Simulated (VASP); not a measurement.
# HfC (P6_3/mmc) in VASP: single point with PBEsol

Aim: the single point of HfC with PBEsol.

All numbers are computed with VASP 6.6.1; they aren't measurements. Logs are shortened: lines on timing, memory, paths and dates and some standing lists are left out, and cuts for length are marked.

### 1 The cell of the first run

The structure is hexagonal, space group P6_3/mmc (No. 194). Conventional cell: a = 3.170 Å, b = 3.170 Å, c = 5.464 Å, α = 90.00°, β = 90.00°, γ = 120.00°. Within 3.0 Å of Hf (site symmetry -6m2) lie 6 C at 2.28 Å. C (site symmetry -3m) has 6 Hf at 2.28 Å and 2 C at 2.73 Å within 3.0 Å.

### 2 Single point, PBEsol

Contents of INCAR:

```
ALGO = Normal ; EDIFF = 1E-6
ENCUT = 600 ; GGA = PS
GGA_COMPAT = False ; ISIF = 2
ISMEAR = 0 ; LASPH = True
LCHARG = False ; LREAL = False
LWAVE = False ; NBANDS = 22
NELM = 120 ; PREC = Accurate
SIGMA = 0.1
```

Contents of KPOINTS:

```
k-points
0
Gamma
  6 6 4
```

Contents of POSCAR:

```
HfC
1.0
    3.1699026983      0.0000000000      0.0000000000
   -1.5849513492      2.7452162643      0.0000000000
    0.0000000000      0.0000000000      5.4636641774
Hf C
2 2
Direct
    0.6666666667      0.3333333333      0.7500000000
    0.3333333333      0.6666666667      0.2500000000
    0.0000000000      0.0000000000      0.0000000000
    0.0000000000      0.0000000000      0.5000000000
```

Potentials or basis: VASP PAW PBE potentials, release 64 (Hf_pv, C).

Command:

```console
$ cat potpaw_PBE.64/Hf_pv/POTCAR potpaw_PBE.64/C/POTCAR > POTCAR
$ mpirun -np 1 vasp_std > vasp.out
```

OUTCAR:

```text
EDIFF = 1E-6
   ENCUT = 600
   GGA = PS
   ISIF = 2
   ISMEAR = 0
   LASPH = True
   LREAL = False
   NELM = 120
   PREC = Accurate

 ion  position               nearest neighbor table
   1  0.667  0.333  0.750-   3 2.28   4 2.28   3 2.28   4 2.28   3 2.28   4 2.28   2 3.29   2 3.29
                             2 3.29   2 3.29   2 3.29   2 3.29
   2  0.333  0.667  0.250-   3 2.28   4 2.28   3 2.28   4 2.28   3 2.28   4 2.28   1 3.29   1 3.29
                             1 3.29   1 3.29   1 3.29   1 3.29
   3  0.000  0.000  0.000-   1 2.28   2 2.28   1 2.28   2 2.28   1 2.28   2 2.28
   4  0.000  0.000  0.500-   1 2.28   2 2.28   1 2.28   2 2.28   1 2.28   2 2.28

  LATTYP: Found a hexagonal cell.
 ALAT       =     3.1699026983
 C/A-ratio  =     1.7236062736

  Lattice vectors:

 A1 = (   3.1699026983,   0.0000000000,   0.0000000000)
 A2 = (  -1.5849513492,   2.7452162643,   0.0000000000)
 A3 = (   0.0000000000,   0.0000000000,   5.4636641774)

Analysis of symmetry for initial positions (statically):
=====================================================================
 Subroutine PRICEL returns:
 Original cell was already a primitive cell.

 Routine SETGRP: Setting up the symmetry group for a
 hexagonal supercell.

 Subroutine GETGRP returns: Found 24 space group operations
 (whereof 12 operations were pure point group operations)
 out of a pool of 24 trial point group operations.

The static configuration has the point symmetry D_3d.
 The point group associated with its full space group is D_6h.

Analysis of symmetry for dynamics (positions and initial velocities):
=====================================================================
 Subroutine PRICEL returns:
 Original cell was already a primitive cell.

 Routine SETGRP: Setting up the symmetry group for a
 hexagonal supercell.

 Subroutine GETGRP returns: Found 24 space group operations
 (whereof 12 operations were pure point group operations)
 out of a pool of 24 trial point group operations.

The dynamic configuration has the point symmetry D_3d.
 The point group associated with its full space group is D_6h.

 Subroutine INISYM returns: Found 24 space group operations
 (whereof 12 operations are pure point group operations),
 and found     1 'primitive' translations

[... 88 lines left out ...]
   ISPIN  =      1    spin polarized calculation?
   LNONCOLLINEAR =      F non collinear calculations
   LSORBIT =      F    spin-orbit coupling
   LASPH  =      T    aspherical Exc in radial PAW
   ENCUT  =  600.0 eV  44.10 Ry    6.64 a.u.   6.33  6.33 10.91*2*pi/ulx,y,z
   NELM   =    120;   NELMIN=  2; NELMDL= -5     # of ELM steps
   EDIFF  = 0.1E-05   stopping-criterion for ELM
   LREAL  =      F    real-space projection
   EDIFFG = 0.1E-04   stopping-criterion for IOM
   NSW    =      0    number of steps for IOM
   IBRION =     -1    ionic relax: 0-MD 1-quasi-New 2-CG
   NFREE  =      0    steps in history (QN), initial steepest desc. (CG)
   ISIF   =      2    stress and relaxation
   ISYM   =      2    0-nonsym 1-usesym 2-fastsym
   POTIM  = 0.5000    time-step for ionic-motion
   TEBEG  =    0.0;   TEEND  =   0.0 temperature during run
   PSTRESS=    0.0 pullay stress
   NELECT =      28.0000    total number of electrons
   NUPDOWN=      -1.0000    fix difference up-down
   EMIN   =  10.00;   EMAX   =-10.00  energy-range for DOS
   EFERMI =   0.00;   METHOD = LEGACY
   ISMEAR =     0;   SIGMA  =   0.10  broadening in eV -4-tet -1-fermi 0-gaus
   EFERMI_NEDOS =   21; number of points for ismear=-14 and -15
   IALGO  =     38    algorithm
   IMIX   =      4    mixing-type and parameters
     AMIX     =   0.40;   BMIX     =  1.00
     AMIX_MAG =   1.60;   BMIX_MAG =  1.00
  volume/ion in A,a.u.               =      11.89        80.21
  Fermi-wavevector in a.u.,A,eV,Ry     =   1.372225  2.593129 25.619792  1.883002
  Thomas-Fermi vector in A             =   2.497851
   LORBIT       =      0    0 simple, 1 ext, 2 COOP (PROOUT), +10 PAW based schemes
   GGA     = PS    functional components
   LHFCALC =     F    Hartree Fock is set to
   AEXX    =    0.0000 exact exchange contribution
   IVDW    =     0    specifies the selected vdW correction
   LEPSILON=     F    determine dielectric tensor
   LRPA    =     F    only Hartree local field effects (RPA)
 non-spin polarized calculation
 Gauss-broadening in eV      SIGMA  =   0.10
  energy-cutoff  :      600.00
  volume of cell :       47.55
 maximum number of plane-waves:      1599
 NGX is ok and might be reduce to    28
   NGX = 13   NGY = 13   NGZ = 21

 number of electron      28.0000001 magnetization

 Free energy of the ion-electron system (eV)
  ---------------------------------------------------
  ext. energy  EPLUGINS =         0.00000000
  ---------------------------------------------------
  free energy    TOTEN  =       -43.41289047 eV

  energy without entropy =      -43.40265304  energy(sigma->0) =      -43.40777176

 E-fermi :   6.3964     XC(G=0): -12.6955

 val. band max:        6.3709573651   @ k =   0.1667   0.1667   0.2500
 cond. band min:       6.4551023042   @ k =   0.1667  -0.0000   0.0000
 fundamental gap:      0.0841449391
 Fermi energy:         6.3964306575

 k-point     1 :       0.0000    0.0000    0.0000
  band No.  band energies     occupation
      1     -23.7256      2.00000
      2     -22.9930      2.00000
      3     -22.9930      2.00000
      4     -22.9683      2.00000
      5     -22.9338      2.00000
      6     -22.9338      2.00000
[... 514 lines left out ...]
     21      14.9101      0.00000
     22      14.9107      0.00000

------------------------ aborting loop because EDIFF is reached ----------------------------------------

  FORCE on cell =-STRESS in cart. coord.  units (eV):
  Direction    XX          YY          ZZ          XY          YZ          ZX
  --------------------------------------------------------------------------------------
  -------------------------------------------------------------------------------------
  Total        4.7094724      4.7094724     -3.3092142     -0.0000000      0.0000000     -0.0000000
  in kB      158.6997865    158.6997865   -111.5138921     -0.0000000      0.0000000     -0.0000000
  external PRESSURE =      68.6285603 kB  Pullay stress =       0.0000000 kB

 VOLUME and BASIS-vectors are now :
 -----------------------------------------------------------------------------
  energy-cutoff  :      600.00
  volume of cell :       47.55
      direct lattice vectors                 reciprocal lattice vectors
     3.169902698  0.000000000  0.000000000     0.315467096  0.182135013  0.000000000
    -1.584951349  2.745216264  0.000000000     0.000000000  0.364270026  0.000000000
     0.000000000  0.000000000  5.463664177     0.000000000  0.000000000  0.183027354

 POSITION                                       TOTAL-FORCE (eV/Angst)
 -----------------------------------------------------------------------------------
      1.58495      0.91507      4.09775        -0.000000      0.000000      0.000000
     -0.00000      1.83014      1.36592         0.000000     -0.000000      0.000000
      0.00000      0.00000      0.00000        -0.000000     -0.000000      0.000000
      0.00000      0.00000      2.73183         0.000000     -0.000000      0.000000
 -----------------------------------------------------------------------------------
    total drift:                               -0.000000      0.000000     -0.000000

  FREE ENERGIE OF THE ION-ELECTRON SYSTEM (eV)
  ---------------------------------------------------
  free  energy   TOTEN  =       -43.4128904745 eV

  energy  without entropy=      -43.4026530421  energy(sigma->0) =      -43.40777176
```

It took 14 s on 1 thread of Intel Xeon 6975P-C (Granite Rapids), shared host; peak memory 0.19 GiB.

What came out:

* Free energy: -43.4129 eV
* Pressure: 6.9 GPa
* Band gap on the k mesh: zero (band 14 reaches 6.98 eV, above the bottom of band 15 at 6.37 eV)

Caveat: the k points lie up to 0.38 Å⁻¹ apart; the PAW data sets were made with another functional, which shifts forces and pressure a little; spin-orbit coupling is left out, which moves the levels of the heavy elements.
